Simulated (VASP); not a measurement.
# Be2Se (P-6m2) in VASP: single point with PBE

Aim: the single point of Be2Se with PBE.

Program: VASP 6.6.1. These are calculated values, not measurements. Logs are shortened: lines on timing, memory, paths and dates and some standing lists are left out, and cuts for length are marked.

**1. The cell of the first run**

The structure is hexagonal, space group P-6m2 (No. 187). Conventional cell: a = 3.756 Å, b = 3.756 Å, c = 3.692 Å, α = 90.00°, β = 90.00°, γ = 120.00°. Within 3.8 Å of Be (site symmetry -6m2) lie 14 Be at 2.85 to 3.76 Å and 6 Se at 2.85 Å. Be (site symmetry -6m2) has 3 Se at 2.17 Å and 6 Be at 2.85 Å within 2.9 Å. Se (site symmetry -6m2) has 9 Be at 2.17 to 2.85 Å within 2.9 Å.

The cell was built from a structure type or drawn by symmetry, and may not be a known phase.

**2. Single point, PBE**

INCAR reads:

```
SYSTEM = Be2Se
ALGO = Normal
EDIFF = 1E-6
ENCUT = 600
GGA = PE
GGA_COMPAT = .FALSE.
ISIF = 2
ISMEAR = 0
LASPH = .TRUE.
LCHARG = .FALSE.
LREAL = .FALSE.
LWAVE = .FALSE.
NBANDS = 12
NELM = 120
PREC = Accurate
SIGMA = 0.2
```

KPOINTS reads:

```
k-points
0
G
  7 7 4
  0 0 0
```

POSCAR reads:

```
Be2Se
1.0
    3.7560094977      0.0000000000      0.0000000000
   -1.8780047489      3.2527996419      0.0000000000
    0.0000000000      0.0000000000      3.6916047762
Be Se
2 1
Direct
    0.0000000000      0.0000000000      0.5000000000
    0.6666666667      0.3333333333      0.0000000000
    0.3333333333      0.6666666667      0.0000000000
```

Potentials or basis: VASP PAW PBE potentials, release 64 (Be, Se).

Run with:

```console
$ cat potpaw_PBE.64/Be/POTCAR potpaw_PBE.64/Se/POTCAR > POTCAR
$ mpirun -np 1 vasp_std > vasp.out
```

OUTCAR:

```text
SYSTEM = Be2Se
   EDIFF = 1E-6
   ENCUT = 600
   GGA = PE
   ISIF = 2
   ISMEAR = 0
   LASPH = .TRUE.
   LREAL = .FALSE.
   NELM = 120
   PREC = Accurate

 ion  position               nearest neighbor table
   1  0.000  0.000  0.500-
   2  0.667  0.333  0.000-   3 2.17   3 2.17   3 2.17
   3  0.333  0.667  0.000-   2 2.17   2 2.17   2 2.17

  LATTYP: Found a hexagonal cell.
 ALAT       =     3.7560094977
 C/A-ratio  =     0.9828528864

  Lattice vectors:

 A1 = (   3.7560094977,   0.0000000000,   0.0000000000)
 A2 = (  -1.8780047489,   3.2527996419,   0.0000000000)
 A3 = (   0.0000000000,   0.0000000000,   3.6916047762)

Analysis of symmetry for initial positions (statically):
=====================================================================
 Subroutine PRICEL returns:
 Original cell was already a primitive cell.

 Routine SETGRP: Setting up the symmetry group for a
 hexagonal supercell.

 Subroutine GETGRP returns: Found 12 space group operations
 (whereof 12 operations were pure point group operations)
 out of a pool of 24 trial point group operations.

The static configuration has the point symmetry D_3h.

Analysis of symmetry for dynamics (positions and initial velocities):
=====================================================================
 Subroutine PRICEL returns:
 Original cell was already a primitive cell.

 Routine SETGRP: Setting up the symmetry group for a
 hexagonal supercell.

 Subroutine GETGRP returns: Found 12 space group operations
 (whereof 12 operations were pure point group operations)
 out of a pool of 24 trial point group operations.

The dynamic configuration has the point symmetry D_3h.

 Subroutine INISYM returns: Found 12 space group operations
 (whereof 12 operations are pure point group operations),
 and found     1 'primitive' translations

----------------------------------------------------------------------------------------

                                     Primitive cell

  volume of cell :      45.1024

  direct lattice vectors                    reciprocal lattice vectors
     3.756009498  0.000000000  0.000000000     0.266240008  0.153713740  0.000000000
    -1.878004749  3.252799642  0.000000000     0.000000000  0.307427481  0.000000000
     0.000000000  0.000000000  3.691604776     0.000000000  0.000000000  0.270884903

  length of vectors
     3.756009498  3.756009498  3.691604776     0.307427481  0.307427481  0.270884903

  position of ions in fractional coordinates (direct lattice)
     0.000000000  0.000000000  0.500000000
     0.666666667  0.333333333  0.000000000
     0.333333333  0.666666667  0.000000000

  ion indices of the primitive-cell ions
   primitive index   ion index
                 1           1
                 2           2
                 3           3

----------------------------------------------------------------------------------------

 KPOINTS: k-points

Automatic generation of k-mesh.
 Grid dimensions read from file:
 generate k-points for:    7    7    4

 Generating k-lattice:

  Cartesian coordinates                     Fractional coordinates (reciprocal lattice)
     0.038034287  0.021959106  0.000000000     0.142857143  0.000000000  0.000000000
     0.000000000  0.043918212  0.000000000     0.000000000  0.142857143  0.000000000
     0.000000000  0.000000000  0.067721226     0.000000000  0.000000000  0.250000000

  Length of vectors
     0.043918212  0.043918212  0.067721226

  Shift w.r.t. Gamma in fractional coordinates (k-lattice)
     0.000000000  0.000000000  0.000000000

 Subroutine IBZKPT returns following result:
 ===========================================

 Found     24 irreducible k-points:

 Following reciprocal coordinates:
            Coordinates               Weight
  0.000000  0.000000  0.000000      1.000000
  0.142857  0.000000  0.000000      6.000000
  0.285714  0.000000  0.000000      6.000000
  0.428571 -0.000000  0.000000      6.000000
  0.142857  0.142857  0.000000      6.000000
  0.285714  0.142857  0.000000     12.000000
[... 16 lines left out ...]
  0.428571  0.142857  0.500000      6.000000
  0.285714  0.285714  0.500000      6.000000
   k-points           NKPTS =     24   k-points in BZ     NKDIM =     24   number of bands    NBANDS=     12
   number of dos      NEDOS =    301   number of ions     NIONS =      3
   total plane-waves  NPLWV =  27000
   dimension x,y,z NGX =    30 NGY =   30 NGZ =   30
   dimension x,y,z NGXF=    60 NGYF=   60 NGZF=   60
   ions per type =               2   1
   NGX,Y,Z   is equivalent  to a cutoff of  13.28, 13.28, 13.51 a.u.
   NGXF,Y,Z  is equivalent  to a cutoff of  26.56, 26.56, 27.02 a.u.
 SYSTEM =  Be2Se
   PREC   = accura    normal or accurate (medium, high low for compatibility)
   ISTART =      0    job   : 0-new  1-cont  2-samecut
   ICHARG =      2    charge: 1-file 2-atom 10-const
   ISPIN  =      1    spin polarized calculation?
   LNONCOLLINEAR =      F non collinear calculations
   LSORBIT =      F    spin-orbit coupling
   LASPH  =      T    aspherical Exc in radial PAW
   ENCUT  =  600.0 eV  44.10 Ry    6.64 a.u.   7.50  7.50  7.37*2*pi/ulx,y,z
   NELM   =    120;   NELMIN=  2; NELMDL= -5     # of ELM steps
   EDIFF  = 0.1E-05   stopping-criterion for ELM
   LREAL  =      F    real-space projection
   EDIFFG = 0.1E-04   stopping-criterion for IOM
   NSW    =      0    number of steps for IOM
   IBRION =     -1    ionic relax: 0-MD 1-quasi-New 2-CG
   NFREE  =      0    steps in history (QN), initial steepest desc. (CG)
   ISIF   =      2    stress and relaxation
   ISYM   =      2    0-nonsym 1-usesym 2-fastsym
   POTIM  = 0.5000    time-step for ionic-motion
   TEBEG  =    0.0;   TEEND  =   0.0 temperature during run
   PSTRESS=    0.0 pullay stress
   NELECT =      10.0000    total number of electrons
   NUPDOWN=      -1.0000    fix difference up-down
   EMIN   =  10.00;   EMAX   =-10.00  energy-range for DOS
   EFERMI =   0.00;   METHOD = LEGACY
   ISMEAR =     0;   SIGMA  =   0.20  broadening in eV -4-tet -1-fermi 0-gaus
   EFERMI_NEDOS =   21; number of points for ismear=-14 and -15
   IALGO  =     38    algorithm
   IMIX   =      4    mixing-type and parameters
     AMIX     =   0.40;   BMIX     =  1.00
     AMIX_MAG =   1.60;   BMIX_MAG =  1.00
  volume/ion in A,a.u.               =      15.03       101.46
  Fermi-wavevector in a.u.,A,eV,Ry     =   0.990851  1.872437 13.358010  0.981786
  Thomas-Fermi vector in A             =   2.122551
   LORBIT       =      0    0 simple, 1 ext, 2 COOP (PROOUT), +10 PAW based schemes
   GGA     = PE    functional components
   LHFCALC =     F    Hartree Fock is set to
   AEXX    =    0.0000 exact exchange contribution
   IVDW    =     0    specifies the selected vdW correction
   LEPSILON=     F    determine dielectric tensor
   LRPA    =     F    only Hartree local field effects (RPA)
 non-spin polarized calculation
 Gauss-broadening in eV      SIGMA  =   0.20
  energy-cutoff  :      600.00
  volume of cell :       45.10
 maximum number of plane-waves:      1533
 NGX is ok and might be reduce to    30
   NGX = 15   NGY = 15   NGZ = 15

 number of electron      10.0000001 magnetization

 Free energy of the ion-electron system (eV)
  ---------------------------------------------------
  ext. energy  EPLUGINS =         0.00000000
  ---------------------------------------------------
  free energy    TOTEN  =        -9.01727821 eV

  energy without entropy =       -8.99407327  energy(sigma->0) =       -9.00567574

 E-fermi :   5.4677     XC(G=0):  -9.6980

 val. band max:        5.4357887797   @ k =   0.2857   0.2857   0.2500
 cond. band min:       5.6846155369   @ k =   0.2857   0.1429   0.5000
 fundamental gap:      0.2488267572
 Fermi energy:         5.4676719076

 k-point     1 :       0.0000    0.0000    0.0000
  band No.  band energies     occupation
      1     -10.3864      2.00000
      2       1.2447      2.00000
      3       1.5350      2.00000
      4       1.5350      2.00000
      5       3.0619      2.00000
      6       6.2520      0.00000
      7       6.2520      0.00000
      8       8.1968      0.00000
      9      10.9242      0.00000
     10      11.4586      0.00000
     11      13.8490      0.00000
     12      13.8582      0.00000

 k-point     2 :       0.1429    0.0000    0.0000
  band No.  band energies     occupation
      1     -10.2438      2.00000
      2       0.1105      2.00000
      3       1.1096      2.00000
      4       1.4696      2.00000
      5       3.8493      2.00000
      6       6.2665      0.00000
      7       7.1039      0.00000
      8       8.7801      0.00000
      9      10.1661      0.00000
     10      12.3869      0.00000
     11      13.0083      0.00000
     12      13.3151      0.00000

 k-point     3 :       0.2857    0.0000    0.0000
  band No.  band energies     occupation
      1      -9.8797      2.00000
      2      -1.7201      2.00000
      3       0.4167      2.00000
      4       2.0902      2.00000
      5       4.1846      2.00000
      6       6.6234      0.00000
      7       8.5459      0.00000
      8       8.8850      0.00000
      9       9.6936      0.00000
     10      11.7341      0.00000
     11      12.4060      0.00000
     12      13.1848      0.00000
[... 286 lines left out ...]
 k-point    23 :       0.4286    0.1429    0.5000
  band No.  band energies     occupation
      1      -9.0050      2.00000
      2      -2.0487      2.00000
      3      -0.2106      2.00000
      4      -0.1066      2.00000
      5       2.5281      2.00000
      6       5.3955      1.38999
      7       6.8814      0.00000
      8       9.8301      0.00000
      9      12.0708      0.00000
     10      13.2592      0.00000
     11      13.6384      0.00000
     12      16.5133      0.00000

 k-point    24 :       0.2857    0.2857    0.5000
  band No.  band energies     occupation
      1      -8.9644      2.00000
      2      -1.7399      2.00000
      3      -0.8527      2.00000
      4      -0.0977      2.00000
      5       3.0152      2.00000
      6       4.0998      2.00000
      7       8.5626      0.00000
      8      10.5147      0.00000
      9      11.2338      0.00000
     10      12.6464      0.00000
     11      13.2426      0.00000
     12      17.1835      0.00000

------------------------ aborting loop because EDIFF is reached ----------------------------------------

  FORCE on cell =-STRESS in cart. coord.  units (eV):
  Direction    XX          YY          ZZ          XY          YZ          ZX
  --------------------------------------------------------------------------------------
  -------------------------------------------------------------------------------------
  Total        0.2500003      0.2500003      0.1493521     -0.0000000      0.0000000      0.0000000
  in kB        8.8807954      8.8807954      5.3054560     -0.0000000      0.0000000      0.0000000
  external PRESSURE =       7.6890156 kB  Pullay stress =       0.0000000 kB

 VOLUME and BASIS-vectors are now :
 -----------------------------------------------------------------------------
  energy-cutoff  :      600.00
  volume of cell :       45.10
      direct lattice vectors                 reciprocal lattice vectors
     3.756009498  0.000000000  0.000000000     0.266240008  0.153713740  0.000000000
    -1.878004749  3.252799642  0.000000000     0.000000000  0.307427481  0.000000000
     0.000000000  0.000000000  3.691604776     0.000000000  0.000000000  0.270884903

 POSITION                                       TOTAL-FORCE (eV/Angst)
 -----------------------------------------------------------------------------------
      0.00000      0.00000      1.84580        -0.000000      0.000000      0.000000
      1.87800      1.08427      0.00000         0.000000     -0.000000      0.000000
     -0.00000      2.16853      0.00000        -0.000000      0.000000      0.000000
 -----------------------------------------------------------------------------------
    total drift:                                0.000000     -0.000000     -0.000000

  FREE ENERGIE OF THE ION-ELECTRON SYSTEM (eV)
  ---------------------------------------------------
  free  energy   TOTEN  =        -9.0172782054 eV

  energy  without entropy=       -8.9940732734  energy(sigma->0) =       -9.00567574
```

Wall time 26 s (1 thread of Intel Xeon 8259CL, shared host); peak memory 0.17 GiB.

What came out:

- Free energy: -9.0173 eV
- Pressure: 0.8 GPa
- Band gap on the k mesh: zero (bands 5 and 6 overlap by 2.50 eV)

Stress tensor (GPa, compression positive):
```
0.89 0.00 0.00
0.00 0.89 0.00
0.00 0.00 0.53
```

Levels at points of the mesh, in eV from the Fermi level:
```tsv
k point	band 1	band 2	band 3	band 4	band 5	band 6	band 7	band 8	band 9	band 10
(0.00, 0.00, 0.00)	-15.85	-4.22	-3.93	-3.93	-2.41	0.78	0.78	2.73	5.46	5.99
(0.00, 0.00, 0.50)	-15.35	-7.83	-3.57	-3.57	0.44	2.67	2.67	2.78	3.65	3.65
```

Caveat: the k points lie up to 0.43 Å⁻¹ apart, too coarse for converged energies and pressures of a metal.
